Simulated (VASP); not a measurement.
# V (Im-3m) in VASP: notebook, part 2 of 3

VASP 6.6.1. Earlier steps stand in the parts before.

### 3 Relaxation of cell and atoms, PBE

This run uses another cell than the first one, of 13.85 Å³/atom, 1.029 times its volume.

The input, INCAR:

```
SYSTEM = V
ALGO = Normal
EDIFF = 1E-6
EDIFFG = -0.005
ENCUT = 600
GGA = PE
IBRION = 2
ISIF = 3
ISMEAR = 0
LASPH = .True.
LCHARG = .False.
LREAL = .False.
LWAVE = .False.
NELM = 60
NSW = 100
PREC = Accurate
SIGMA = 0.1
```

The input, KPOINTS:

```
k-points
0
Gamma
  20 20 20
  0 0 0
```

The input, POSCAR:

```
V
1.0
   -1.5130000000      1.5130000000      1.5130000000
    1.5130000000     -1.5130000000      1.5130000000
    1.5130000000      1.5130000000     -1.5130000000
V
1
Direct
    0.0000000000      0.0000000000      0.0000000000
```

Potentials or basis: VASP PAW PBE potentials, release 64 (V_sv).

Command:

```console
> cat potpaw_PBE.64/V_sv/POTCAR > POTCAR
> mpirun -np 1 vasp_std > vasp.out
```

OUTCAR:

```text
SYSTEM = V
   EDIFF = 1E-6
   EDIFFG = -0.005
   ENCUT = 600
   GGA = PE
   IBRION = 2
   ISIF = 3
   ISMEAR = 0
   LASPH = .True.
   LREAL = .False.
   NELM = 60
   NSW = 100
   PREC = Accurate

 ion  position               nearest neighbor table
   1  0.000  0.000  0.000-

  LATTYP: Found a body centered cubic cell.
 ALAT       =     3.0260000000

  Lattice vectors:

 A1 = (  -1.5130000000,   1.5130000000,   1.5130000000)
 A2 = (   1.5130000000,  -1.5130000000,   1.5130000000)
 A3 = (   1.5130000000,   1.5130000000,  -1.5130000000)

Analysis of symmetry for initial positions (statically):
=====================================================================
 Subroutine PRICEL returns:
 Original cell was already a primitive cell.

 Routine SETGRP: Setting up the symmetry group for a
 body centered cubic supercell.

 Subroutine GETGRP returns: Found 48 space group operations
 (whereof 48 operations were pure point group operations)
 out of a pool of 48 trial point group operations.

The static configuration has the point symmetry O_h .

Analysis of symmetry for dynamics (positions and initial velocities):
=====================================================================
 Subroutine PRICEL returns:
 Original cell was already a primitive cell.

 Routine SETGRP: Setting up the symmetry group for a
 body centered cubic supercell.

[... 160 lines left out ...]
  Total       -0.4198822     -0.4198822     -0.4198822     -0.0000000      0.0000000     -0.0000000
  in kB      -48.5580584    -48.5580584    -48.5580584     -0.0000000      0.0000000     -0.0000000
  external PRESSURE =     -48.5580584 kB  Pullay stress =       0.0000000 kB
[... 22 lines left out ...]
--------------------------------------- Ionic step        2  -------------------------------------------

 number of electron      12.9999997 magnetization

 E-fermi :  10.1233     XC(G=0): -13.0863

 val. band max:       10.1189234645   @ k =   0.3000   0.0000   0.0000
 cond. band min:      10.1322607757   @ k =  -0.4500   0.5000   0.1000
 fundamental gap:      0.0133373112
 Fermi energy:        10.1233343013

 k-point     1 :       0.0000    0.0000    0.0000
  band No.  band energies     occupation
      1     -53.5579      2.00000
      2     -26.8022      2.00000
      3     -26.8022      2.00000
      4     -26.8022      2.00000
      5       3.4713      2.00000
      6      10.5432      0.00000
      7      10.5432      0.00000
      8      10.5432      0.00000
      9      12.6379      0.00000
     10      12.6379      0.00000
[... 438 lines left out ...]
--------------------------------------- Ionic step        6  -------------------------------------------

 number of electron      12.9999999 magnetization

 Free energy of the ion-electron system (eV)
  ---------------------------------------------------
  ext. energy  EPLUGINS =         0.00000000
  ---------------------------------------------------
  free energy    TOTEN  =        -8.99704331 eV

  energy without entropy =       -8.98826384  energy(sigma->0) =       -8.99265358

 E-fermi :   9.7012     XC(G=0): -12.9046

 val. band max:        9.7000783416   @ k =  -0.3000   0.3000   0.1500
 cond. band min:       9.7039233370   @ k =   0.1000   0.0500   0.0500
 fundamental gap:      0.0038449953
 Fermi energy:         9.7011595396

 k-point     1 :       0.0000    0.0000    0.0000
  band No.  band energies     occupation
      1     -54.0180      2.00000
      2     -27.3203      2.00000
      3     -27.3203      2.00000
      4     -27.3203      2.00000
      5       3.1183      2.00000
      6      10.1143      0.00000
      7      10.1143      0.00000
      8      10.1143      0.00000
      9      12.1233      0.00000
     10      12.1233      0.00000
[... 327 lines left out ...]
  FREE ENERGIE OF THE ION-ELECTRON SYSTEM (eV)
  ---------------------------------------------------
  free  energy   TOTEN  =        -8.9970433116 eV

  energy  without entropy=       -8.9882638414  energy(sigma->0) =       -8.99265358

 reached required accuracy - stopping structural energy minimisation
```

CONTCAR:

```text
V
   1.00000000000000
    -1.4989433621529344    1.4989433621529344    1.4989433621529344
     1.4989433621529344   -1.4989433621529344    1.4989433621529344
     1.4989433621529344    1.4989433621529344   -1.4989433621529344
  V
     1
Direct
     0.0000000000000000    0.0000000000000000    0.0000000000000000

  0.00000000E+00  0.00000000E+00  0.00000000E+00
```

Wall time 2.2 min (1 thread of Intel Xeon Platinum 8259CL at 2.50GHz (Skylake/Cascade Lake), shared host); peak memory 0.18 GiB.

What came out:

```
Free energy                            : -8.9970 eV
Relaxed volume                         : 13.47 Å³/atom
Relaxed cell                           : a = 2.596 Å, b = 2.596 Å, c = 2.596 Å, α = 109.47°, β = 109.47°, γ = 109.47°
Space group after relaxing (to 0.05 Å) : Im-3m (No. 229)
Energy gained by relaxing              : 5.9 meV/atom
Ionic steps                            : 6
Pressure after relaxing                : 0.0 GPa
```

Step by step:
```
step  energy change (eV)  largest force (eV/Å)  pressure (GPa)  volume (Å³)
   1              0.0000                0.0000           -4.86        13.85
   2              0.0028                0.0000            6.51        13.03
   3             -0.0059                0.0000           -0.06        13.47
   4             -0.0059                0.0000            0.10        13.47
   5             -0.0059                0.0000           -0.13        13.48
   6             -0.0059                0.0000            0.03        13.47
```

Final structure:
```cif
data_structure
_symmetry_space_group_name_H-M 'P 1'
_symmetry_Int_Tables_number 1
_cell_length_a 2.5962
_cell_length_b 2.5962
_cell_length_c 2.5962
_cell_angle_alpha 109.471
_cell_angle_beta 109.471
_cell_angle_gamma 109.471
_cell_volume 13.47
loop_
_atom_site_label
_atom_site_type_symbol
_atom_site_fract_x
_atom_site_fract_y
_atom_site_fract_z
_atom_site_occupancy
V1 V 0.00000 0.00000 0.00000 1
```

Levels at points of the mesh, in eV from the Fermi level:
```csv
k point,band 4,band 5,band 6,band 7,band 8,band 9,band 10
"(0.00, 0.00, 0.00)",-37.02,-6.58,0.41,0.41,0.41,2.42,2.42
"(0.50, 0.00, 0.00)",-37.03,-3.17,-1.13,1.64,2.42,2.78,4.11
"(0.50, 0.50, 0.50)",-37.63,-2.99,-2.99,3.72,3.72,3.72,10.21
```

### 4 Relaxation of cell and atoms, PBE

This run uses another cell than the first one, of 13.85 Å³/atom, 1.029 times its volume.

INCAR is that of step 3.

KPOINTS is that of step 3.

POSCAR is that of step 3.

Command:

```console
> cat potpaw_PBE.64/V_sv/POTCAR > POTCAR
> mpirun -np 1 vasp_std > vasp.out
```

Wall time 72 s (1 thread of Intel Xeon Platinum 8259CL at 2.50GHz (Skylake/Cascade Lake), shared host); peak memory 0.18 GiB.

The run converged. Its results:

| Quantity | Value |
| --- | --- |
| Free energy | -8.9970 eV |
| Relaxed volume | 13.47 Å³/atom |
| Relaxed cell | a = 2.596 Å, b = 2.596 Å, c = 2.596 Å, α = 109.47°, β = 109.47°, γ = 109.47° |
| Space group after relaxing (to 0.05 Å) | Im-3m (No. 229) |
| Energy gained by relaxing | 5.9 meV/atom |
| Ionic steps | 6 |
| Pressure after relaxing | 0.0 GPa |

Step by step:
```
step  energy change (eV)  largest force (eV/Å)  pressure (GPa)  volume (Å³)
   1              0.0000                0.0000           -4.86        13.85
   2              0.0028                0.0000            6.51        13.03
   3             -0.0059                0.0000           -0.06        13.47
   4             -0.0059                0.0000            0.10        13.47
   5             -0.0059                0.0000           -0.13        13.48
   6             -0.0059                0.0000            0.03        13.47
```

Final structure:
```
CELL_PARAMETERS angstrom
-1.49894 1.49894 1.49894
1.49894 -1.49894 1.49894
1.49894 1.49894 -1.49894
ATOMIC_POSITIONS crystal
V 0.00000 0.00000 0.00000
```

Levels at points of the mesh, in eV from the Fermi level:
| k point | band 3 | band 4 | band 5 | band 6 | band 7 | band 8 | band 9 | band 10 |
| --- | --- | --- | --- | --- | --- | --- | --- | --- |
| (0.00, 0.00, 0.00) | -37.02 | -37.02 | -6.58 | 0.41 | 0.41 | 0.41 | 2.42 | 2.42 |
| (0.50, 0.00, 0.00) | -37.30 | -37.03 | -3.17 | -1.13 | 1.64 | 2.42 | 2.78 | 4.11 |
| (0.50, 0.50, 0.50) | -37.63 | -37.63 | -2.99 | -2.99 | 3.72 | 3.72 | 3.72 | 10.21 |

### 5 Relaxation of cell and atoms, PBE, target pressure 4 GPa, at which the enthalpy is minimised

This run uses another cell than the first one, of 13.18 Å³/atom, 0.979 times its volume.

The input, INCAR:

```
SYSTEM = V
  PREC = Accurate
  ENCUT = 600
  EDIFF = 1E-6
  ISMEAR = 0
  SIGMA = 0.1
  LREAL = .FALSE.
  LASPH = .TRUE.
  NELM = 60
  ALGO = Fast
  ISIF = 3
  LWAVE = .FALSE.
  LCHARG = .FALSE.
  GGA = PE
  IBRION = 2
  NSW = 70
  EDIFFG = -0.008
  PSTRESS = 40.0
```

The input, KPOINTS:

```
regular mesh
0
G
  20 20 20
  0 0 0
```

The input, POSCAR:

```
V
1.0
   -1.4879898744      1.4879898744      1.4879898744
    1.4879898744     -1.4879898744      1.4879898744
    1.4879898744      1.4879898744     -1.4879898744
V
1
Direct
    0.0000000000      0.0000000000      0.0000000000
```

Potentials or basis: VASP PAW PBE potentials, release 64 (V_sv).

Command:

```console
> cat potpaw_PBE.64/V_sv/POTCAR > POTCAR
> mpirun -np 1 vasp_std > vasp.out
```

OUTCAR:

```text
SYSTEM = V
   PREC = Accurate
   ENCUT = 600
   EDIFF = 1E-6
   ISMEAR = 0
   LREAL = .FALSE.
   LASPH = .TRUE.
   NELM = 60
   ISIF = 3
   GGA = PE
   IBRION = 2
   NSW = 70
   EDIFFG = -0.008
   PSTRESS = 40.0

 ion  position               nearest neighbor table
   1  0.000  0.000  0.000-

  LATTYP: Found a body centered cubic cell.
 ALAT       =     2.9759797488

  Lattice vectors:

 A1 = (  -1.4879898744,   1.4879898744,   1.4879898744)
 A2 = (   1.4879898744,  -1.4879898744,   1.4879898744)
 A3 = (   1.4879898744,   1.4879898744,  -1.4879898744)

Analysis of symmetry for initial positions (statically):
=====================================================================
 Subroutine PRICEL returns:
 Original cell was already a primitive cell.

 Routine SETGRP: Setting up the symmetry group for a
 body centered cubic supercell.

 Subroutine GETGRP returns: Found 48 space group operations
 (whereof 48 operations were pure point group operations)
 out of a pool of 48 trial point group operations.

The static configuration has the point symmetry O_h .

Analysis of symmetry for dynamics (positions and initial velocities):
=====================================================================
 Subroutine PRICEL returns:
 Original cell was already a primitive cell.

 Routine SETGRP: Setting up the symmetry group for a
 body centered cubic supercell.

 Subroutine GETGRP returns: Found 48 space group operations
 (whereof 48 operations were pure point group operations)
 out of a pool of 48 trial point group operations.

The dynamic configuration has the point symmetry O_h .
[... 120 lines left out ...]
  Thomas-Fermi vector in A             =   2.722107
   LORBIT       =      0    0 simple, 1 ext, 2 COOP (PROOUT), +10 PAW based schemes
   GGA     = PE    functional components
   LHFCALC =     F    Hartree Fock is set to
   AEXX    =    0.0000 exact exchange contribution
   IVDW    =     0    specifies the selected vdW correction
   LEPSILON=     F    determine dielectric tensor
   LRPA    =     F    only Hartree local field effects (RPA)
 conjugate gradient relaxation of ions
 non-spin polarized calculation
 RMM-DIIS sequential band-by-band and
 Gauss-broadening in eV      SIGMA  =   0.10
  energy-cutoff  :      600.00
  volume of cell :       13.18
 maximum number of plane-waves:       466
 NGX is ok and might be reduce to    24
   NGX = 11   NGY = 11   NGZ = 11

--------------------------------------- Ionic step        1  -------------------------------------------

 number of electron      12.9999997 magnetization

 Free energy of the ion-electron system (eV)
  ---------------------------------------------------
  ext. energy  EPLUGINS =         0.00000000
  ---------------------------------------------------
  free energy    TOTEN  =        -8.99270627 eV

  energy without entropy =       -8.98410493  energy(sigma->0) =       -8.98840560

------------------------ aborting loop because EDIFF is reached ----------------------------------------

  FORCE on cell =-STRESS in cart. coord.  units (eV):
  Direction    XX          YY          ZZ          XY          YZ          ZX
  --------------------------------------------------------------------------------------
  -------------------------------------------------------------------------------------
  Total        0.3555023      0.3555023      0.3555023      0.0000000      0.0000000     -0.0000000
  in kB       43.2208331     43.2208331     43.2208331      0.0000000      0.0000000     -0.0000000
  external PRESSURE =       3.2208331 kB  Pullay stress =      40.0000000 kB
[... 98 lines left out ...]
--------------------------------------- Ionic step        4  -------------------------------------------

 number of electron      12.9999997 magnetization

 Free energy of the ion-electron system (eV)
  ---------------------------------------------------
  ext. energy  EPLUGINS =         0.00000000
  ---------------------------------------------------
  free energy    TOTEN  =        -8.99300849 eV

  energy without entropy =       -8.98440075  energy(sigma->0) =       -8.98870462

 E-fermi :   9.9666     XC(G=0): -13.0193

 val. band max:        9.9629615042   @ k =  -0.2000   0.2500   0.0500
 cond. band min:       9.9670673349   @ k =  -0.4500   0.5000   0.1000
 fundamental gap:      0.0041058307
 Fermi energy:         9.9666023364

 k-point     1 :       0.0000    0.0000    0.0000
  band No.  band energies     occupation
      1     -53.7284      2.00000
      2     -26.9943      2.00000
      3     -26.9943      2.00000
      4     -26.9943      2.00000
      5       3.3396      2.00000
      6      10.3843      0.00000
      7      10.3843      0.00000
      8      10.3843      0.00000
      9      12.4471      0.00000
     10      12.4471      0.00000
[... 287 lines left out ...]
 k-point    24 :       0.2500    0.1000   -0.0000
  band No.  band energies     occupation
      1     -53.5800      2.00000
      2     -27.6420      2.00000
      3     -27.2018      2.00000
      4     -27.0314      2.00000
      5       6.3763      2.00000
      6       9.2908      2.00000
      7       9.6888      1.99991
      8      12.0613      0.00000
      9      12.7450      0.00000
     10      13.0166      0.00000

 [... further k-points ...]
[... 5 lines left out ...]
  --------------------------------------------------------------------------------------
  -------------------------------------------------------------------------------------
  Total        0.3322885      0.3322885      0.3322885     -0.0000000     -0.0000000      0.0000000
  in kB       40.3627868     40.3627868     40.3627868     -0.0000000     -0.0000000      0.0000000
  external PRESSURE =       0.3627868 kB  Pullay stress =      40.0000000 kB
[... 20 lines left out ...]
  energy  without entropy=       -8.9844007479  energy(sigma->0) =       -8.98870462

  enthalpy is  TOTEN    =        -8.6637066151 eV   P V=        0.3293018719

 reached required accuracy - stopping structural energy minimisation
```

Run time: 61 s. Hardware: 1 thread of Intel Xeon Platinum 8259CL at 2.50GHz (Skylake/Cascade Lake), shared host; peak memory 0.18 GiB.

Results:

```yaml
Free_energy: -8.9930 eV
Relaxed_volume: 13.19 Å³/atom
Relaxed_cell: a = 2.578 Å, b = 2.578 Å, c = 2.578 Å, α = 109.47°, β = 109.47°, γ = 109.47°
Space_group_after_relaxing_to_0.05_Å: Im-3m (No. 229)
Energy_change_on_relaxing_the_enthalpy_is_what_falls: -0.3 meV/atom
Ionic_steps: 4
Pressure_after_relaxing: 4.0 GPa
```

Step by step:
| step | energy change (eV) | largest force (eV/Å) | pressure (GPa) | volume (Å³) |
| --- | --- | --- | --- | --- |
| 1 | 0.0000 | 0.0000 | 4.32 | 13.18 |
| 2 | -0.0012 | 0.0000 | 3.27 | 13.23 |
| 3 | -0.0005 | 0.0000 | 3.80 | 13.20 |
| 4 | -0.0003 | 0.0000 | 4.04 | 13.19 |

Final structure:
```cif
data_structure
_symmetry_space_group_name_H-M 'P 1'
_symmetry_Int_Tables_number 1
_cell_length_a 2.5780
_cell_length_b 2.5780
_cell_length_c 2.5780
_cell_angle_alpha 109.471
_cell_angle_beta 109.471
_cell_angle_gamma 109.471
_cell_volume 13.19
loop_
_atom_site_label
_atom_site_type_symbol
_atom_site_fract_x
_atom_site_fract_y
_atom_site_fract_z
_atom_site_occupancy
V1 V 0.00000 0.00000 0.00000 1
```

Caveat: the cell is relaxed towards a set pressure, so the enthalpy falls and the energy may rise.

[end of part 2 of 3]
